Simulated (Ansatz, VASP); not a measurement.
## One calculation of BAs, two programs

Contents of POSCAR:

```
BAs
1.0
    0.0000000000      2.3724693156      2.3724693156
    2.3724693156      0.0000000000      2.3724693156
    2.3724693156      2.3724693156      0.0000000000
As B
1 1
Direct
    0.7500000000      0.7500000000      0.7500000000
    0.0000000000      0.0000000000      0.0000000000
```

The input INCAR.step1:

```
ALGO = Normal
EDIFF = 1E-5
ENCUT = 520
GGA = PE
ISIF = 2
ISMEAR = -1
LASPH = True
LCHARG = False
LREAL = False
LWAVE = True
NBANDS = 11
NELM = 100
PREC = Accurate
SIGMA = 0.05
```

Contents of INCAR.step2:

```
AEXX = 0.25
ALGO = Normal
EDIFF = 1E-6
ENCUT = 520
GGA = PE
ISIF = 2
ISMEAR = -1
ISTART = 1
LASPH = True
LCHARG = False
LHFCALC = True
LREAL = False
LWAVE = False
NBANDS = 11
NELM = 100
PREC = Accurate
PRECFOCK = Normal
SIGMA = 0.05
```

Contents of KPOINTS:

```
k-points
0
Gamma
  5 5 5
```

File input.yaml:

```yaml
crystal:
  lattice:
    - [0.0, 2.3724693156, 2.3724693156]
    - [2.3724693156, 0.0, 2.3724693156]
    - [2.3724693156, 2.3724693156, 0.0]
  atoms:
    - { symbol: As, position: [0.75, 0.75, 0.75] }
    - { symbol: B, position: [0.0, 0.0, 0.0] }
hamiltonian:
  xc: pbe0
  pseudopotentials: { kind: paw }
kpoints:
  mp_grid: { grid: [5, 5, 5] }
scf:
  occupations: { method: fermi_dirac, width: 0.05 }
output:
  forces: true
  stress: true
  eigenvalues: true
```

Alike in both runs: task single point; functional PBE0; k mesh 5 × 5 × 5; occupations fermi-dirac, width 0.05 eV; no spin polarisation.

|  | VASP | Ansatz |
| --- | --- | --- |
| version | VASP 6.6.1 | Ansatz 0.2.0 |
| potentials or method | VASP PAW PBE potentials, release 64 (As, B) | Ansatz PAW |
| plane-wave cutoff (eV) | 520 | 420 |
| valence electrons in the cell | 8 | 18 |

Ansatz gave:

* gap on the k mesh at the Fermi level (eV): 2.51
* least direct gap on the mesh (eV): 4.84
* pressure (GPa): 2.6

Task: Estimate VASP's values.

Result: gap on the k mesh at the Fermi level (eV): 2.56; least direct gap on the mesh (eV): 4.88; pressure (GPa): 2.5.

The functional is the same, so the differences come from potentials, cutoffs and numerics. VASP's potentials hold 8 valence electrons a cell and Ansatz's 18, so a difference there can come from the potentials and not from the codes.

The k mesh is coarse, so the values compare programs but aren't converged. Noted on Ansatz's run: odd divisions of the mesh miss points on the zone boundary, where band edges often lie, so the gap on the mesh can be too wide.
